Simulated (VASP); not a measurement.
Wanted: the native input for a VASP 6.6.1 run.

```
Task                   : single point
Functional             : LDA
Potentials or basis    : VASP PAW LDA potentials, release 64 (La, Sb)
Cutoff                 : 500 eV
k mesh                 : 5 × 5 × 5
Occupations            : gaussian, width 0.1 eV
Spin                   : no spin polarisation
Dipole correction      : no
Further INCAR settings : ALGO = Normal; EDIFF = 1e-06; NBANDS = 15
```

The structure of LaSb lies in POSCAR:

```
LaSb
1.0
    0.0000000000      3.2450000000      3.2450000000
    3.2450000000      0.0000000000      3.2450000000
    3.2450000000      3.2450000000      0.0000000000
La Sb
1 1
Direct
    0.0000000000      0.0000000000      0.0000000000
    0.5000000000      0.5000000000      0.5000000000
```

These files were run (other wordings do the same):

INCAR

```
SYSTEM = LaSb
PREC = Accurate
ENCUT = 500
EDIFF = 1E-6
ISMEAR = 0
SIGMA = 0.1
LREAL = .False.
LASPH = .True.
NELM = 200
ALGO = Normal
ISIF = 2
LWAVE = .False.
LCHARG = .True.
GGA = CA
LELF = .True.
LVHAR = .True.
NBANDS = 15
GGA_COMPAT = .False.
LMAXMIX = 6
```

KPOINTS

```
regular mesh
0
Gamma
  5 5 5
  0 0 0
```

Potentials or basis: VASP PAW LDA potentials, release 64 (La, Sb).

The run is started by

```bash
$ cat potpaw_LDA.64/La/POTCAR potpaw_LDA.64/Sb/POTCAR > POTCAR
$ mpirun -np 1 vasp_std > vasp.out
```

It gave:

The pressure is -2.2 GPa. The band gap on the k mesh is zero (bands 8 and 9 overlap by 0.36 eV).

Caveat: spin-orbit coupling is left out, which moves the levels of the heavy elements.

It took 9.5 s on 1 thread of AMD EPYC 9R45 (Zen 5), with other jobs on the host, peak memory 0.15 GiB.
